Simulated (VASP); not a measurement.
# PbS (Fm-3m) in VASP: a series of runs

PbS is run at these levels: LDA; tasks: electric field gradients.

All numbers are computed with VASP 6.6.1; they aren't measurements. Logs are shortened: lines on timing, memory, paths and dates and some standing lists are left out, and cuts for length are marked.

## 1. The cell of the first run

It takes space group Fm-3m (No. 225, cubic). The conventional cell has a = 5.910 Å, b = 5.910 Å, c = 5.910 Å, α = 90.00°, β = 90.00°, γ = 90.00°. Within 3.9 Å of Pb (site symmetry m-3m) lie 6 S at 2.96 Å. S (site symmetry m-3m) has 6 Pb at 2.96 Å within 3.9 Å.

## 2. Electric field gradients, LDA (volume scaled by 0.99)

INCAR reads:

```
SYSTEM = PbS
ALGO     = Normal         ! electronic algorithm
EDIFF    = 1E-8           ! SCF threshold, eV
ENCUT    = 520            ! plane-wave cutoff, eV
GGA      = CA             ! functional
ISIF     = 2              ! what is computed and relaxed
ISMEAR   = -1             ! smearing method
LASPH    = .True.         ! aspherical terms in the spheres
LCHARG   = .False.        ! write CHGCAR
LEFG     = .True.       
LREAL    = .False.        ! projectors in reciprocal space
LWAVE    = .False.        ! write WAVECAR
NBANDS   = 17             ! bands
NELM     = 80             ! most SCF steps
PREC     = Accurate       ! precision mode
SIGMA    = 0.01           ! smearing width, eV
```

KPOINTS reads:

```
k-points
0
Gamma
  7 7 7
  0 0 0
```

POSCAR reads:

```
PbS
1.0
    0.0000000000      2.9550835380      2.9550835380
    2.9550835380      0.0000000000      2.9550835380
    2.9550835380      2.9550835380      0.0000000000
Pb S
1 1
Direct
    0.0000000000      0.0000000000      0.0000000000
    0.5000000000      0.5000000000      0.5000000000
```

Potentials or basis: VASP PAW LDA potentials, release 64 (Pb_d, S).

On the command line:

```sh
> cat potpaw_LDA.64/Pb_d/POTCAR potpaw_LDA.64/S/POTCAR > POTCAR
> mpirun -np 1 vasp_std > vasp.out
```

OUTCAR:

```text
SYSTEM = PbS
   EDIFF = 1E-8
   ENCUT = 520
   GGA = CA
   ISIF = 2
   ISMEAR = -1
   LASPH = .True.
   LREAL = .False.
   NELM = 80
   PREC = Accurate

 ion  position               nearest neighbor table
   1  0.000  0.000  0.000-   2 2.96   2 2.96   2 2.96   2 2.96   2 2.96   2 2.96
   2  0.500  0.500  0.500-   1 2.96   1 2.96   1 2.96   1 2.96   1 2.96   1 2.96

  LATTYP: Found a face centered cubic cell.
 ALAT       =     5.9101670760

  Lattice vectors:

 A1 = (   0.0000000000,   2.9550835380,   2.9550835380)
 A2 = (   2.9550835380,   0.0000000000,   2.9550835380)
 A3 = (   2.9550835380,   2.9550835380,   0.0000000000)

Analysis of symmetry for initial positions (statically):
=====================================================================
 Subroutine PRICEL returns:
 Original cell was already a primitive cell.

 Routine SETGRP: Setting up the symmetry group for a
 face centered cubic supercell.

 Subroutine GETGRP returns: Found 48 space group operations
 (whereof 48 operations were pure point group operations)
 out of a pool of 48 trial point group operations.

The static configuration has the point symmetry O_h .

Analysis of symmetry for dynamics (positions and initial velocities):
=====================================================================
 Subroutine PRICEL returns:
 Original cell was already a primitive cell.

 Routine SETGRP: Setting up the symmetry group for a
 face centered cubic supercell.

 Subroutine GETGRP returns: Found 48 space group operations
 (whereof 48 operations were pure point group operations)
 out of a pool of 48 trial point group operations.

The dynamic configuration has the point symmetry O_h .

 Subroutine INISYM returns: Found 48 space group operations
 (whereof 48 operations are pure point group operations),
 and found     1 'primitive' translations

----------------------------------------------------------------------------------------

                                     Primitive cell

  volume of cell :      51.6106

  direct lattice vectors                    reciprocal lattice vectors
     0.000000000  2.955083538  2.955083538    -0.169199954  0.169199954  0.169199954
     2.955083538  0.000000000  2.955083538     0.169199954 -0.169199954  0.169199954
     2.955083538  2.955083538  0.000000000     0.169199954  0.169199954 -0.169199954

  length of vectors
     4.179119217  4.179119217  4.179119217     0.293062918  0.293062918  0.293062918

  position of ions in fractional coordinates (direct lattice)
     0.000000000  0.000000000  0.000000000
     0.500000000  0.500000000  0.500000000

  ion indices of the primitive-cell ions
   primitive index   ion index
                 1           1
                 2           2

----------------------------------------------------------------------------------------

 KPOINTS: k-points

Automatic generation of k-mesh.
 Grid dimensions read from file:
 generate k-points for:    7    7    7

 Generating k-lattice:

  Cartesian coordinates                     Fractional coordinates (reciprocal lattice)
    -0.024171422  0.024171422  0.024171422     0.142857143  0.000000000  0.000000000
     0.024171422 -0.024171422  0.024171422     0.000000000  0.142857143  0.000000000
     0.024171422  0.024171422 -0.024171422     0.000000000  0.000000000  0.142857143

  Length of vectors
     0.041866131  0.041866131  0.041866131

  Shift w.r.t. Gamma in fractional coordinates (k-lattice)
     0.000000000  0.000000000  0.000000000

 Subroutine IBZKPT returns following result:
 ===========================================

 Found     20 irreducible k-points:

 Following reciprocal coordinates:
            Coordinates               Weight
  0.000000  0.000000  0.000000      1.000000
  0.142857  0.000000  0.000000      8.000000
  0.285714  0.000000  0.000000      8.000000
  0.428571  0.000000  0.000000      8.000000
  0.142857  0.142857  0.000000      6.000000
  0.285714  0.142857  0.000000     24.000000
[... 12 lines left out ...]
 -0.428571  0.428571  0.142857     24.000000
 -0.285714  0.428571  0.142857     24.000000
   k-points           NKPTS =     20   k-points in BZ     NKDIM =     20   number of bands    NBANDS=     17
   number of dos      NEDOS =    301   number of ions     NIONS =      2
   total plane-waves  NPLWV =  32768
   dimension x,y,z NGX =    32 NGY =   32 NGZ =   32
   dimension x,y,z NGXF=    64 NGYF=   64 NGZF=   64
   ions per type =               1   1
   NGX,Y,Z   is equivalent  to a cutoff of  12.73, 12.73, 12.73 a.u.
   NGXF,Y,Z  is equivalent  to a cutoff of  25.46, 25.46, 25.46 a.u.
 SYSTEM =  PbS
   PREC   = accura    normal or accurate (medium, high low for compatibility)
   ISTART =      0    job   : 0-new  1-cont  2-samecut
   ICHARG =      2    charge: 1-file 2-atom 10-const
   ISPIN  =      1    spin polarized calculation?
   LNONCOLLINEAR =      F non collinear calculations
   LSORBIT =      F    spin-orbit coupling
   LASPH  =      T    aspherical Exc in radial PAW
   ENCUT  =  520.0 eV  38.22 Ry    6.18 a.u.   7.77  7.77  7.77*2*pi/ulx,y,z
   NELM   =     80;   NELMIN=  2; NELMDL= -5     # of ELM steps
   EDIFF  = 0.1E-07   stopping-criterion for ELM
   LREAL  =      F    real-space projection
   EDIFFG = 0.1E-06   stopping-criterion for IOM
   NSW    =      0    number of steps for IOM
   IBRION =     -1    ionic relax: 0-MD 1-quasi-New 2-CG
   NFREE  =      0    steps in history (QN), initial steepest desc. (CG)
   ISIF   =      2    stress and relaxation
   ISYM   =      2    0-nonsym 1-usesym 2-fastsym
   POTIM  = 0.5000    time-step for ionic-motion
   TEBEG  =    0.0;   TEEND  =   0.0 temperature during run
   PSTRESS=    0.0 pullay stress
   NELECT =      20.0000    total number of electrons
   NUPDOWN=      -1.0000    fix difference up-down
   EMIN   =  10.00;   EMAX   =-10.00  energy-range for DOS
   EFERMI =   0.00;   METHOD = LEGACY
   ISMEAR =    -1;   SIGMA  =   0.01  broadening in eV -4-tet -1-fermi 0-gaus
   EFERMI_NEDOS =   21; number of points for ismear=-14 and -15
   IALGO  =     38    algorithm
   IMIX   =      4    mixing-type and parameters
     AMIX     =   0.40;   BMIX     =  1.00
     AMIX_MAG =   1.60;   BMIX_MAG =  1.00
  volume/ion in A,a.u.               =      25.81       174.14
  Fermi-wavevector in a.u.,A,eV,Ry     =   1.193544  2.255471 19.382140  1.424547
  Thomas-Fermi vector in A             =   2.329556
   LORBIT       =      0    0 simple, 1 ext, 2 COOP (PROOUT), +10 PAW based schemes
   GGA     = CA    functional components
   LHFCALC =     F    Hartree Fock is set to
   AEXX    =    0.0000 exact exchange contribution
   IVDW    =     0    specifies the selected vdW correction
   LEPSILON=     F    determine dielectric tensor
   LRPA    =     F    only Hartree local field effects (RPA)
 non-spin polarized calculation
  energy-cutoff  :      520.00
  volume of cell :       51.61
 maximum number of plane-waves:      1411
   NGX = 15   NGY = 15   NGZ = 15

 number of electron      19.9999997 magnetization

 Free energy of the ion-electron system (eV)
  ---------------------------------------------------
  ext. energy  EPLUGINS =         0.00000000
  ---------------------------------------------------
  free energy    TOTEN  =        -9.99247250 eV

  energy without entropy =       -9.99247250  energy(sigma->0) =       -9.99247250

 E-fermi :   5.7141     XC(G=0): -10.0793

 val. band max:        5.4382321875   @ k =   0.4286   0.0000   0.0000
 cond. band min:       6.3045469161   @ k =   0.4286   0.0000   0.0000
 fundamental gap:      0.8663147287
 Fermi energy:         5.7140549086

 k-point     1 :       0.0000    0.0000    0.0000
  band No.  band energies     occupation
      1     -11.0564      2.00000
      2     -11.0564      2.00000
      3     -11.0564      2.00000
      4     -11.0479      2.00000
      5     -11.0479      2.00000
      6      -7.9318      2.00000
[... 9 lines left out ...]
     16      12.3573      0.00000
     17      14.1440      0.00000

 k-point     2 :       0.1429    0.0000    0.0000
  band No.  band energies     occupation
      1     -11.0566      2.00000
      2     -11.0566      2.00000
      3     -11.0555      2.00000
      4     -11.0447      2.00000
      5     -11.0447      2.00000
      6      -7.7517      2.00000
[... 9 lines left out ...]
     16      12.8293      0.00000
     17      15.6869      0.00000
[... 341 lines left out ...]
 k-point    20 :      -0.2857    0.4286    0.1429
  band No.  band energies     occupation
      1     -11.1602      2.00000
      2     -11.0507      2.00000
      3     -11.0431      2.00000
      4     -11.0284      2.00000
      5     -10.9945      2.00000
      6      -6.1555      2.00000
[... 9 lines left out ...]
     16      17.4336      0.00000
     17      18.1031      0.00000

------------------------ aborting loop because EDIFF is reached ----------------------------------------

  FORCE on cell =-STRESS in cart. coord.  units (eV):
  Direction    XX          YY          ZZ          XY          YZ          ZX
  --------------------------------------------------------------------------------------
  -------------------------------------------------------------------------------------
  Total       -0.6490240     -0.6490240     -0.6490240      0.0000000      0.0000000      0.0000000
  in kB      -20.1480065    -20.1480065    -20.1480065      0.0000000      0.0000000      0.0000000
  external PRESSURE =     -20.1480065 kB  Pullay stress =       0.0000000 kB

 VOLUME and BASIS-vectors are now :
 -----------------------------------------------------------------------------
  energy-cutoff  :      520.00
  volume of cell :       51.61
      direct lattice vectors                 reciprocal lattice vectors
     0.000000000  2.955083538  2.955083538    -0.169199954  0.169199954  0.169199954
     2.955083538  0.000000000  2.955083538     0.169199954 -0.169199954  0.169199954
     2.955083538  2.955083538  0.000000000     0.169199954  0.169199954 -0.169199954

 POSITION                                       TOTAL-FORCE (eV/Angst)
 -----------------------------------------------------------------------------------
      0.00000      0.00000      0.00000         0.000000      0.000000     -0.000000
      2.95508      2.95508      2.95508        -0.000000     -0.000000      0.000000
 -----------------------------------------------------------------------------------
    total drift:                                0.000000     -0.000000     -0.000000

  FREE ENERGIE OF THE ION-ELECTRON SYSTEM (eV)
  ---------------------------------------------------
  free  energy   TOTEN  =        -9.9924724963 eV

  energy  without entropy=       -9.9924724963  energy(sigma->0) =       -9.99247250

 Electric field gradients (V/A^2)
---------------------------------------------------------------------
 ion       V_xx      V_yy      V_zz      V_xy      V_xz      V_yz
---------------------------------------------------------------------
   1       0.000     0.000    -0.000    -0.001    -0.001    -0.001
   2       0.000    -0.000     0.000    -0.000    -0.000    -0.000
---------------------------------------------------------------------

 Electric field gradients after diagonalization (V/A^2)
 (convention: |V_zz| > |V_xx| > |V_yy|)
----------------------------------------------------------------------
 ion       V_xx      V_yy      V_zz     asymmetry (V_yy - V_xx)/ V_zz
----------------------------------------------------------------------
   1       0.001     0.001    -0.002       0.000
   2       0.000     0.000    -0.001       0.000
----------------------------------------------------------------------

           NMR quadrupolar parameters

 Cq : quadrupolar parameter    Cq=e*Q*V_zz/h
 eta: asymmetry parameters     (V_yy - V_xx)/ V_zz
 Q  : nuclear electric quadrupole moment in mb (millibarn)
----------------------------------------------------------------------
 ion       Cq(MHz)       eta       Q (mb)
----------------------------------------------------------------------
   1      -0.000       0.000       1.000
   2      -0.000       0.000       1.000
----------------------------------------------------------------------
```

It took 30 s on 1 thread of Intel Xeon 8259CL, shared host; peak memory 0.16 GiB.

Results:

* Free energy: -9.9925 eV
* Pressure: -2.0 GPa

Levels at points of the mesh, in eV from the Fermi level:
| k point | band 8 | band 9 | band 10 | band 11 | band 12 | band 13 |
| --- | --- | --- | --- | --- | --- | --- |
| (0.00, 0.00, 0.00) | -2.19 | -2.19 | -2.19 | 5.13 | 5.13 | 5.13 |

Caveat: this odd mesh misses L, where the gap lies, so gap, dielectric constants and Born charges aren't listed; without QUAD_EFG the Cq values of the log hold for a quadrupole moment of 1 mb, not for the nuclei; spin-orbit coupling is left out, which moves the levels of the heavy elements.

(Part 1 of 3 ends here.)
